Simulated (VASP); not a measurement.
InAs: relaxation of cell and atoms with PBEsol

InAs:

```
In As
1.0
     0.00000    3.04386    3.04386
     3.04386    0.00000    3.04386
     3.04386    3.04386    0.00000
In As
1 1
Direct
  0.25000 0.25000 0.25000
  0.00000 0.00000 0.00000
```

* Program: VASP 6.6.1
* Task: relaxation of cell and atoms
* Functional: PBEsol
* Potentials or basis: VASP PAW PBE potentials, release 64 (In_d, As)
* Cutoff: 600 eV
* k mesh: 12 × 12 × 12
* Occupations: fermi-dirac, width 0.15 eV
* Spin: no spin polarisation
* Dipole correction: no
* Further INCAR settings: ALGO = Normal; EDIFF = 1e-06; IBRION = 2; EDIFFG = -0.001; NSW = 80; ISIF = 3

The relaxed volume is 28.26 Å³/atom. The relaxed cell is a = 4.307 Å, b = 4.307 Å, c = 4.307 Å, α = 60.00°, β = 60.00°, γ = 60.00°. The space group after relaxing (to 0.1 Å) is F-43m (No. 216), the energy gained by relaxing is 0.0 meV/atom and the ionic steps are 3. The pressure after relaxing is 0.0 GPa and the band gap on the k mesh is zero (filled and empty bands touch).

Final structure:
```yaml
crystal:
  lattice:
    - [0.00000, 3.04582, 3.04582]
    - [3.04582, 0.00000, 3.04582]
    - [3.04582, 3.04582, 0.00000]
  atoms:
    - { symbol: In, position: [0.25000, 0.25000, 0.25000] }
    - { symbol: As, position: [0.00000, 0.00000, 0.00000] }
```

Levels at points of the mesh, in eV from the Fermi level:
```
           k point  band 6  band 7  band 8  band 9  band 10  band 11  band 12  band 13
(0.00, 0.00, 0.00)  -12.12   -0.76   -0.37   -0.37    -0.37     3.48     3.48     3.48
(0.50, 0.00, 0.00)  -10.70   -6.07   -1.33   -1.33     0.46     4.24     4.24     6.32
(0.50, 0.50, 0.00)  -10.18   -6.16   -2.64   -2.64     1.11     1.61     8.57     8.70
```

It took 2.1 min on 1 thread of Intel Xeon 8259CL (shared host), peak memory 0.26 GiB.

Caveat: semilocal functionals underestimate gaps, so a narrow gap can read as zero; the PAW data sets were made with another functional, which shifts forces and pressure a little; spin-orbit coupling is left out, which moves the levels of the heavy elements.
